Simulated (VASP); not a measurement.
Here is a VASP 6.6.1 calculation.

INCAR

```
SYSTEM = TiO2
ALGO = Normal
EDIFF = 1E-6
ENCUT = 520
GGA = PE
ISIF = 2
ISMEAR = 0
LASPH = .TRUE.
LCHARG = .FALSE.
LREAL = .FALSE.
LWAVE = .FALSE.
NBANDS = 33
NELM = 60
PREC = Accurate
SIGMA = 0.05
```

The input KPOINTS:

```
k-points
0
G
  8 8 10
  0 0 0
```

The input POSCAR:

```
TiO2
1.0
    4.6866990099      0.0000000000      0.0000000000
    0.0000000000      4.6866990099      0.0000000000
    0.0000000000      0.0000000000      3.3748919570
Ti O
2 4
Direct
    0.0000000000      0.0000000000      0.0000000000
    0.5000000000      0.5000000000      0.5000000000
    0.3050970583      0.3050970583      0.0000000000
    0.1949029417      0.8050970583      0.5000000000
    0.6949029417      0.6949029417      0.0000000000
    0.8050970583      0.1949029417      0.5000000000
```

Potentials or basis: VASP PAW PBE potentials, release 64 (Ti_sv, O).

Command:

```bash
$ cat potpaw_PBE.64/Ti_sv/POTCAR potpaw_PBE.64/O/POTCAR > POTCAR
$ mpirun -np 1 vasp_std > vasp.out
```

Predict the pressure.

-25.7 GPa.

Predict the band gap on the k mesh.

1.43 eV, direct.

Estimate the largest force.

0.065 eV/Å.

Forces on the atoms (eV/Å):
```
Ti   0.000  0.000  0.000
Ti   0.000  0.000  0.000
O   -0.046 -0.046  0.000
O    0.046 -0.046  0.000
O    0.046  0.046  0.000
O   -0.046  0.046  0.000
```

 A k mesh can miss the band edges.
